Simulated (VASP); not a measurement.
Sc: single point with PBEsol

Sc:

```
Sc
1.0
     0.00000    2.03887    2.03887
     2.03887    0.00000    2.03887
     2.03887    2.03887    0.00000
Sc
1
Direct
  0.00000 0.00000 0.00000
```

This isn't the form of Sc at room conditions, which is hcp.

```
Program             : VASP 6.6.1
Task                : single point
Functional          : PBEsol
Potentials or basis : VASP PAW PBE potentials, release 64 (Sc_sv)
Cutoff              : 500 eV
k mesh              : 9 × 9 × 9
Occupations         : gaussian, width 0.05 eV
Spin                : no spin polarisation
```

The pressure is 30.1 GPa. The band gap on the k mesh is zero (an odd number of electrons rules out a gap without spin polarisation).

Levels at points of the mesh, in eV from the Fermi level:
```
           k point  band 2  band 3  band 4  band 5  band 6  band 7  band 8  band 9
(0.00, 0.00, 0.00)  -26.50  -26.50  -26.50   -5.67    1.96    1.96    1.96    4.20
```

It took 3.9 s on 1 thread of Intel(R) Xeon(R) Platinum 8488C (Sapphire Rapids), on a shared host, peak memory 0.13 GiB.

Caveat: the cell stands under pressure; the PAW data sets were made with another functional, which shifts forces and pressure a little.
